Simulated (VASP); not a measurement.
# ScTlH6 (Fm-3m) in VASP: notebook

Runs on ScTlH6. Level: PBEsol. Tasks: single point, relaxation of cell and atoms.

All numbers are computed with VASP 6.6.1; they aren't measurements. Logs are shortened: lines on timing, memory, paths and dates and some standing lists are left out, and cuts for length are marked.

## 1. The cell of the first run

Symmetry: Fm-3m, No. 225, cubic system. Conventional cell: a = 7.812 Å, b = 7.812 Å, c = 7.812 Å, α = 90.00°, β = 90.00°, γ = 90.00°. Within 2.6 Å of Sc (site symmetry m-3m) lie 6 H at 1.96 Å. Tl (site symmetry m-3m) has 6 H at 1.94 Å within 2.6 Å. H (site symmetry 4mm) has 1 Tl at 1.94 Å and 1 Sc at 1.96 Å within 2.6 Å.

## 2. Single point, PBEsol

INCAR

```
  PREC = Accurate
  ENCUT = 520
  EDIFF = 1E-6
  ISMEAR = -1
  SIGMA = 0.03
  LREAL = False
  LASPH = True
  NELM = 60
  ALGO = Normal
  ISIF = 2
  LWAVE = False
  LCHARG = False
  GGA = PS
  NBANDS = 25
```

KPOINTS

```
regular mesh
0
Gamma
  6 6 6
```

POSCAR

```
ScTlH6
1.0
    0.0000000000      3.9058088647      3.9058088647
    3.9058088647      0.0000000000      3.9058088647
    3.9058088647      3.9058088647      0.0000000000
Sc Tl H
1 1 6
Direct
    0.5000000000      0.5000000000      0.5000000000
    0.0000000000      0.0000000000      0.0000000000
    0.7514720009      0.2485279991      0.2485279991
    0.2485279991      0.7514720009      0.7514720009
    0.2485279991      0.7514720009      0.2485279991
    0.7514720009      0.2485279991      0.7514720009
    0.2485279991      0.2485279991      0.7514720009
    0.7514720009      0.7514720009      0.2485279991
```

Potentials or basis: VASP PAW PBE potentials, release 64 (Sc_sv, Tl_d, H).

Run with:

```sh
cat potpaw_PBE.64/Sc_sv/POTCAR potpaw_PBE.64/Tl_d/POTCAR potpaw_PBE.64/H/POTCAR > POTCAR
mpirun -np 1 vasp_std > vasp.out
```

OUTCAR:

```text
PREC = Accurate
   ENCUT = 520
   EDIFF = 1E-6
   ISMEAR = -1
   LREAL = False
   LASPH = True
   NELM = 60
   ISIF = 2
   GGA = PS

 ion  position               nearest neighbor table
   1  0.500  0.500  0.500-   3 1.96   4 1.96   5 1.96   6 1.96   7 1.96   8 1.96
   2  0.000  0.000  0.000-   3 1.94   4 1.94   5 1.94   6 1.94   7 1.94   8 1.94
   3  0.751  0.249  0.249-   2 1.94   1 1.96
   4  0.249  0.751  0.751-   2 1.94   1 1.96
   5  0.249  0.751  0.249-   2 1.94   1 1.96
   6  0.751  0.249  0.751-   2 1.94   1 1.96
   7  0.249  0.249  0.751-   2 1.94   1 1.96
   8  0.751  0.751  0.249-   2 1.94   1 1.96

  LATTYP: Found a face centered cubic cell.
 ALAT       =     7.8116177294

  Lattice vectors:

 A1 = (   0.0000000000,   3.9058088647,   3.9058088647)
 A2 = (   3.9058088647,   0.0000000000,   3.9058088647)
 A3 = (   3.9058088647,   3.9058088647,   0.0000000000)

Analysis of symmetry for initial positions (statically):
=====================================================================
 Subroutine PRICEL returns:
 Original cell was already a primitive cell.

 Routine SETGRP: Setting up the symmetry group for a
 face centered cubic supercell.

 Subroutine GETGRP returns: Found 48 space group operations
 (whereof 48 operations were pure point group operations)
 out of a pool of 48 trial point group operations.

The static configuration has the point symmetry O_h .

Analysis of symmetry for dynamics (positions and initial velocities):
=====================================================================
 Subroutine PRICEL returns:
 Original cell was already a primitive cell.

 Routine SETGRP: Setting up the symmetry group for a
 face centered cubic supercell.

 Subroutine GETGRP returns: Found 48 space group operations
 (whereof 48 operations were pure point group operations)
 out of a pool of 48 trial point group operations.

The dynamic configuration has the point symmetry O_h .

 Subroutine INISYM returns: Found 48 space group operations
 (whereof 48 operations are pure point group operations),
 and found     1 'primitive' translations

----------------------------------------------------------------------------------------

                                     Primitive cell

[... 94 lines left out ...]
   LREAL  =      F    real-space projection
   EDIFFG = 0.1E-04   stopping-criterion for IOM
   NSW    =      0    number of steps for IOM
   IBRION =     -1    ionic relax: 0-MD 1-quasi-New 2-CG
   NFREE  =      0    steps in history (QN), initial steepest desc. (CG)
   ISIF   =      2    stress and relaxation
   ISYM   =      2    0-nonsym 1-usesym 2-fastsym
   POTIM  = 0.5000    time-step for ionic-motion
   TEBEG  =    0.0;   TEEND  =   0.0 temperature during run
   PSTRESS=    0.0 pullay stress
   NELECT =      30.0000    total number of electrons
   NUPDOWN=      -1.0000    fix difference up-down
   EMIN   =  10.00;   EMAX   =-10.00  energy-range for DOS
   EFERMI =   0.00;   METHOD = LEGACY
   ISMEAR =    -1;   SIGMA  =   0.03  broadening in eV -4-tet -1-fermi 0-gaus
   EFERMI_NEDOS =   21; number of points for ismear=-14 and -15
   IALGO  =     38    algorithm
   IMIX   =      4    mixing-type and parameters
     AMIX     =   0.40;   BMIX     =  1.00
     AMIX_MAG =   1.60;   BMIX_MAG =  1.00
  volume/ion in A,a.u.               =      14.90       100.52
  Fermi-wavevector in a.u.,A,eV,Ry     =   1.033699  1.953409 14.538294  1.068534
  Thomas-Fermi vector in A             =   2.167959
   LORBIT       =      0    0 simple, 1 ext, 2 COOP (PROOUT), +10 PAW based schemes
   GGA     = PS    functional components
   LHFCALC =     F    Hartree Fock is set to
   AEXX    =    0.0000 exact exchange contribution
   IVDW    =     0    specifies the selected vdW correction
   LEPSILON=     F    determine dielectric tensor
   LRPA    =     F    only Hartree local field effects (RPA)
 non-spin polarized calculation
  energy-cutoff  :      520.00
  volume of cell :      119.17
 maximum number of plane-waves:      3250
 NGX is ok and might be reduce to    42
   NGX = 21   NGY = 21   NGZ = 21

 number of electron      30.0000002 magnetization

 Free energy of the ion-electron system (eV)
  ---------------------------------------------------
  ext. energy  EPLUGINS =         0.00000000
  ---------------------------------------------------
  free energy    TOTEN  =       -26.48105914 eV

  energy without entropy =      -26.48105881  energy(sigma->0) =      -26.48105898

 E-fermi :   0.1014     XC(G=0):  -7.5790

 val. band max:       -0.2998140903   @ k =  -0.3333   0.1667   0.0000
 cond. band min:       0.4008262693   @ k =   0.0000   0.0000   0.0000
 fundamental gap:      0.7006403596
 Fermi energy:         0.1013695499

 k-point     1 :       0.0000    0.0000    0.0000
  band No.  band energies     occupation
      1     -49.4241      2.00000
      2     -28.1224      2.00000
      3     -28.1224      2.00000
      4     -28.1224      2.00000
      5     -11.1806      2.00000
      6     -11.1806      2.00000
[... 437 lines left out ...]
     24       7.4705      0.00000
     25       8.1710      0.00000

------------------------ aborting loop because EDIFF is reached ----------------------------------------

  FORCE on cell =-STRESS in cart. coord.  units (eV):
  Direction    XX          YY          ZZ          XY          YZ          ZX
  --------------------------------------------------------------------------------------
  -------------------------------------------------------------------------------------
  Total       -0.0482644     -0.0482644     -0.0482644      0.0000000      0.0000000      0.0000000
  in kB       -0.6488954     -0.6488954     -0.6488954      0.0000000      0.0000000      0.0000000
  external PRESSURE =      -0.6488954 kB  Pullay stress =       0.0000000 kB

 VOLUME and BASIS-vectors are now :
 -----------------------------------------------------------------------------
  energy-cutoff  :      520.00
  volume of cell :      119.17
      direct lattice vectors                 reciprocal lattice vectors
     0.000000000  3.905808865  3.905808865    -0.128014457  0.128014457  0.128014457
     3.905808865  0.000000000  3.905808865     0.128014457 -0.128014457  0.128014457
     3.905808865  3.905808865  0.000000000     0.128014457  0.128014457 -0.128014457

 POSITION                                       TOTAL-FORCE (eV/Angst)
 -----------------------------------------------------------------------------------
      3.90581      3.90581      3.90581        -0.000000     -0.000000      0.000000
      0.00000      0.00000      0.00000        -0.000000     -0.000000     -0.000000
      1.94141      3.90581      3.90581        -0.008865      0.000000      0.000000
      5.87021      3.90581      3.90581         0.008865      0.000000      0.000000
      3.90581      1.94141      3.90581        -0.000000     -0.008865      0.000000
      3.90581      5.87021      3.90581        -0.000000      0.008865      0.000000
      3.90581      3.90581      1.94141        -0.000000      0.000000     -0.008865
      3.90581      3.90581      5.87021        -0.000000      0.000000      0.008865
 -----------------------------------------------------------------------------------
    total drift:                               -0.000000     -0.000000      0.000000

  FREE ENERGIE OF THE ION-ELECTRON SYSTEM (eV)
  ---------------------------------------------------
  free  energy   TOTEN  =       -26.4810591396 eV

  energy  without entropy=      -26.4810588131  energy(sigma->0) =      -26.48105898
```

stdout:

```text
POSCAR found type information on POSCAR ScTlH
 POSCAR found :  3 types and       8 ions
 scaLAPACK will be used
 -----------------------------------------------------------------------------
|                                                                             |
|                                                                             |
|     You enforced a specific xc type in the INCAR file but a different       |
|     I HOPE YOU KNOW WHAT YOU ARE DOING!                                     |
|                                                                             |
 -----------------------------------------------------------------------------

 LDA part: xc-table for (Slater+PW92), standard interpolation
 POSCAR, INCAR and KPOINTS ok, starting setup
 FFT: planning ... GRIDC
 FFT: planning ... GRID_SOFT
 FFT: planning ... GRID
 WAVECAR not read
 entering main loop
```

Run time: 70 s. Hardware: 1 thread of Intel Xeon 6975P-C (Granite Rapids), shared host; peak memory 0.27 GiB.

Results:

```yaml
Free_energy: -26.4811 eV
Pressure: -0.1 GPa
Largest_force: 0.009 eV/Å
Band_gap_on_the_k_mesh: 0.70 eV, indirect (least direct gap 1.85 eV)
```

Forces on the atoms (eV/Å):
```
Sc   0.000  0.000  0.000
Tl   0.000  0.000  0.000
H   -0.009  0.000  0.000
H    0.009  0.000  0.000
H    0.000 -0.009  0.000
H    0.000  0.009  0.000
H    0.000  0.000 -0.009
H    0.000  0.000  0.009
```

Caveat: the PAW data sets were made with another functional, which shifts forces and pressure a little; spin-orbit coupling is left out, which moves the levels of the heavy elements. A hybrid or GW would open this gap; PBEsol tends to underestimate it.

## 3. Relaxation of cell and atoms, PBEsol

This run uses another cell than the first one, of 12.53 Å³/atom, 0.841 times its volume.

INCAR

```
SYSTEM = ScTlH6
PREC = Accurate ; ENCUT = 600
EDIFF = 1E-6 ; ISMEAR = -1
SIGMA = 0.03 ; LREAL = .FALSE.
LASPH = .TRUE. ; NELM = 100
ALGO = Normal ; ISIF = 3
LWAVE = .FALSE. ; LCHARG = .FALSE.
GGA = PS ; IBRION = 2
NSW = 100 ; EDIFFG = -0.01
```

KPOINTS

```
regular mesh
0
G
  6 6 6
  0 0 0
```

POSCAR

```
ScTlH6
1.0
    0.0000000000      3.6868215800      3.6868215800
    3.6868215800      0.0000000000      3.6868215800
    3.6868215800      3.6868215800      0.0000000000
Sc Tl H
1 1 6
Direct
    0.5000000000      0.5000000000      0.5000000000
    0.0000000000      0.0000000000      0.0000000000
    0.7476230800      0.2523769200      0.2523769200
    0.2523769200      0.7476230800      0.7476230800
    0.2523769200      0.7476230800      0.2523769200
    0.7476230800      0.2523769200      0.7476230800
    0.2523769200      0.2523769200      0.7476230800
    0.7476230800      0.7476230800      0.2523769200
```

Potentials or basis: VASP PAW PBE potentials, release 64 (Sc_sv, Tl_d, H).

Run with:

```sh
cat potpaw_PBE.64/Sc_sv/POTCAR potpaw_PBE.64/Tl_d/POTCAR potpaw_PBE.64/H/POTCAR > POTCAR
mpirun -np 1 vasp_std > vasp.out
```

Run time: 4.8 min. Hardware: 1 thread of Intel Xeon 6975P-C (Granite Rapids), shared host; peak memory 0.3 GiB.

It converged, with:

```
Free energy                            : -26.4749 eV
Relaxed volume                         : 14.87 Å³/atom
Relaxed cell                           : a = 5.520 Å, b = 5.520 Å, c = 5.520 Å, α = 60.00°, β = 60.00°, γ = 60.00°
Space group after relaxing (to 0.05 Å) : Fm-3m (No. 225)
Energy gained by relaxing              : 68.6 meV/atom
Ionic steps                            : 8
Pressure after relaxing                : 0.0 GPa
Band gap on the k mesh                 : 0.70 eV, indirect (least direct gap 1.85 eV)
```

The path:
```
step  energy change (eV)  largest force (eV/Å)  pressure (GPa)  volume (Å³)
   1              0.0000                0.3442           10.17       100.23
   2             -0.4865                0.1324            2.82       112.21
   3             -0.5453                0.0259           -0.63       120.82
   4             -0.5485                0.0426           -0.09       119.26
   5             -0.5484                0.0471            0.05       118.86
   6             -0.5488                0.0212            0.09       118.78
   7             -0.5489                0.0038            0.11       118.73
   8             -0.5490                0.0009            0.04       118.96
```

Final structure:
```
Sc Tl H
1.0
     0.00000    3.90352    3.90352
     3.90352    0.00000    3.90352
     3.90352    3.90352    0.00000
Sc Tl H
1 1 6
Cartesian
  3.9035 3.9035 3.9035
  0.0000 0.0000 0.0000
  1.9396 3.9035 3.9035
  5.8674 3.9035 3.9035
  3.9035 1.9396 3.9035
  3.9035 5.8674 3.9035
  3.9035 3.9035 1.9396
  3.9035 3.9035 5.8674
```

Levels at points of the mesh, in eV from the valence-band top:
```tsv
k point	band 11	band 12	band 13	band 14	band 15	band 16	band 17	band 18	band 19	band 20
(0.00, 0.00, 0.00)	-2.28	-2.28	-2.28	-1.15	-1.15	0.70	2.09	2.09	2.09	6.06
(0.50, 0.00, 0.00)	-4.29	-2.95	-2.95	-0.01	-0.01	2.11	2.28	2.28	2.79	3.64
(0.50, 0.50, 0.00)	-3.14	-2.67	-2.67	-2.15	-1.02	1.16	1.83	2.48	2.48	6.33
```

Caveat: the volume moved by over 15 % at a fixed basis, so the end points are rough; the PAW data sets were made with another functional, which shifts forces and pressure a little; spin-orbit coupling is left out, which moves the levels of the heavy elements. A hybrid or GW would open this gap; PBEsol tends to underestimate it.
